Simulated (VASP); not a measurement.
Set up this calculation in VASP 6.6.1, as the native input.

| Property | Result |
| --- | --- |
| Task | density of states |
| Functional | LDA |
| Potentials or basis | VASP PAW LDA potentials, release 64 (Cs_sv, H) |
| Cutoff | 520 eV |
| k mesh | 12 × 12 × 12 |
| Occupations | fermi-dirac, width 0.05 eV |
| Spin | no spin polarisation |
| Dipole correction | no |
| k mesh for the DOS | 18 × 18 × 18 |
| Occupations for the DOS | tetrahedron |
| Further INCAR settings | ALGO = Normal; EDIFF = 1e-06; NBANDS = 12 |

The system is CsH (rocksalt type).

```xyz
2
Lattice="0.0000 2.3005 2.3005 2.3005 0.0000 2.3005 2.3005 2.3005 0.0000" Properties=species:S:1:pos:R:3 pbc="T T T"
Cs    0.0000    0.0000    0.0000
H     2.3005    2.3005    2.3005
```

This cell differs from its parent crystal: volume scaled by 0.43.

The input as run:

POSCAR

```
CsH
1.0
    0.0000000000      2.3005375600      2.3005375600
    2.3005375600      0.0000000000      2.3005375600
    2.3005375600      2.3005375600      0.0000000000
Cs H
1 1
Direct
    0.0000000000      0.0000000000      0.0000000000
    0.5000000000      0.5000000000      0.5000000000
```

INCAR.step1

```
SYSTEM = CsH
PREC     = Accurate       ! precision mode
ENCUT    = 520            ! plane-wave cutoff, eV
EDIFF    = 1E-6           ! SCF threshold, eV
ISMEAR   = -1             ! smearing method
SIGMA    = 0.05           ! smearing width, eV
LREAL    = .FALSE.        ! projectors in reciprocal space
LASPH    = .TRUE.         ! aspherical terms in the spheres
NELM     = 100            ! most SCF steps
ALGO     = Normal         ! electronic algorithm
ISIF     = 2              ! what is computed and relaxed
LWAVE    = .FALSE.        ! write WAVECAR
LCHARG   = .TRUE.         ! write CHGCAR
GGA      = CA             ! functional
NBANDS   = 12             ! bands
```

KPOINTS.step1

```
regular mesh
0
G
  12 12 12
  0 0 0
```

INCAR.step2

```
SYSTEM = CsH
PREC     = Accurate       ! precision mode
ENCUT    = 520            ! plane-wave cutoff, eV
EDIFF    = 1E-6           ! SCF threshold, eV
ISMEAR   = -5             ! smearing method
SIGMA    = 0.05           ! smearing width, eV
LREAL    = .FALSE.        ! projectors in reciprocal space
LASPH    = .TRUE.         ! aspherical terms in the spheres
NELM     = 100            ! most SCF steps
ALGO     = Normal         ! electronic algorithm
ISIF     = 2              ! what is computed and relaxed
LWAVE    = .FALSE.        ! write WAVECAR
LCHARG   = .FALSE.        ! write CHGCAR
GGA      = CA             ! functional
LORBIT   = 11             ! projections on sites
NBANDS   = 12             ! bands
NEDOS    = 2001           ! points of the DOS
ICHARG   = 11             ! starting density
```

KPOINTS.step2

```
regular mesh
0
G
  18 18 18
  0 0 0
```

Potentials or basis: VASP PAW LDA potentials, release 64 (Cs_sv, H).

Run with:

```console
$ cat potpaw_LDA.64/Cs_sv/POTCAR potpaw_LDA.64/H/POTCAR > POTCAR
$ cp INCAR.step1 INCAR
$ cp KPOINTS.step1 KPOINTS
$ mpirun -np 1 vasp_std > vasp.out
$ cp INCAR.step2 INCAR
$ cp KPOINTS.step2 KPOINTS
$ mpirun -np 1 vasp_std > vasp.out
```

It gave:

| Property | Result |
| --- | --- |
| Valence electrons inside the program's atomic spheres | Cs 6.82; H 0.62 |

Caveat: spin-orbit coupling is left out, which moves the levels of the heavy elements.

It took 22 s on 1 thread of AMD EPYC 9R45 96-Core Processor (Zen 5), on a shared host, peak memory 0.13 GiB.
